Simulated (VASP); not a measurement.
Wanted: the native input for a VASP 6.6.1 run.

| Property | Result |
| --- | --- |
| Task | electric field gradients |
| Functional | LDA |
| Potentials or basis | VASP PAW LDA potentials, release 64 (Se) |
| Cutoff | 520 eV |
| k mesh | 6 × 6 × 5 |
| Occupations | fermi-dirac, width 0.03 eV |
| Spin | no spin polarisation |
| Dipole correction | no |
| Further INCAR settings | ALGO = Normal; EDIFF = 1e-08; NBANDS = 16 |

The structure of Se lies in POSCAR:

```
Se
1.0
    4.4535239479      0.0000000000      0.0000000000
   -2.2267619740      3.8568648753      0.0000000000
    0.0000000000      0.0000000000      4.9536000000
Se
3
Direct
    0.2254000000      0.0000000000      0.3333333333
    0.0000000000      0.2254000000      0.6666666667
    0.7746000000      0.7746000000      0.0000000000
```

This cell differs from its parent crystal: equal xx and yy strain of +2 %.

The input as run:

INCAR

```
  PREC = Accurate
  ENCUT = 520
  EDIFF = 1E-8
  ISMEAR = -1
  SIGMA = 0.03
  LREAL = F
  LASPH = T
  NELM = 60
  ALGO = Normal
  ISIF = 2
  LWAVE = F
  LCHARG = F
  LEFG = T
  NBANDS = 16
```

KPOINTS

```
regular mesh
0
Gamma
  6 6 5
```

Potentials or basis: VASP PAW LDA potentials, release 64 (Se).

Run with:

```bash
$ cat potpaw_LDA.64/Se/POTCAR > POTCAR
$ mpirun -np 1 vasp_std > vasp.out
```

Results of the run:

The pressure is -2.7 GPa. The largest force is 0.115 eV/Å. The band gap on the k mesh is 1.17 eV (least direct gap 1.48 eV) and the largest electric field gradient by atom is Se -507.5 V/Å².

Caveat: the cell differs from its parent crystal (equal xx and yy strain of +2 %); without QUAD_EFG the Cq values of the log hold for a quadrupole moment of 1 mb, not for the nuclei; an odd mesh through Γ misses points on the zone boundary, where band edges can lie.

Wall time 47 s on 1 thread of Intel Xeon 8259CL, on a shared host, peak memory 0.18 GiB.
